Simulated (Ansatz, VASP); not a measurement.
One calculation of Mg3Te2O, two programs

```
Mg Te O
1.0
     5.58093    0.00000    0.00000
    -2.79046    4.83322    0.00000
     0.00000    0.00000    5.30757
Mg Te O
3 2 1
Direct
  0.50000 0.00000 0.00000
  0.00000 0.50000 0.00000
  0.50000 0.50000 0.00000
  0.33333 0.66667 0.50000
  0.66667 0.33333 0.50000
  0.00000 0.00000 0.00000
```

Alike in both runs: functional PBE; k mesh 6 × 6 × 2; occupations gaussian, width 0.1 eV; no spin polarisation.

Ansatz relaxed the structure, and its values are those at the end. VASP's run is a single point on that final structure, the one shown.

|  | VASP | Ansatz |
| --- | --- | --- |
| version | VASP 6.6.1 | Ansatz 0.2.0 |
| potentials or method | VASP PAW PBE potentials, release 64 (Mg, Te, O), cutoff 520 eV | scalar-relativistic, plane waves, PAW |
| valence electrons in the cell | 24 | 68 |

VASP gave:

| Quantity | Value |
| --- | --- |
| gap on the k mesh at the Fermi level (eV) | none |
| pressure (GPa) | 0.1 |

Q: Estimate Ansatz's values.

A: gap on the k mesh at the Fermi level (eV): none; pressure (GPa): 0.2.

A gap of «none» marks a metal or a gap that the smearing closes. With one functional, cell and mesh, what is left measures potentials, basis and numerics. VASP's potentials hold 24 valence electrons a cell and Ansatz's 68, so a difference there can come from the potentials and not from the codes.

The k mesh is coarse, so the values compare programs but aren't converged. Spin-orbit coupling is off throughout.
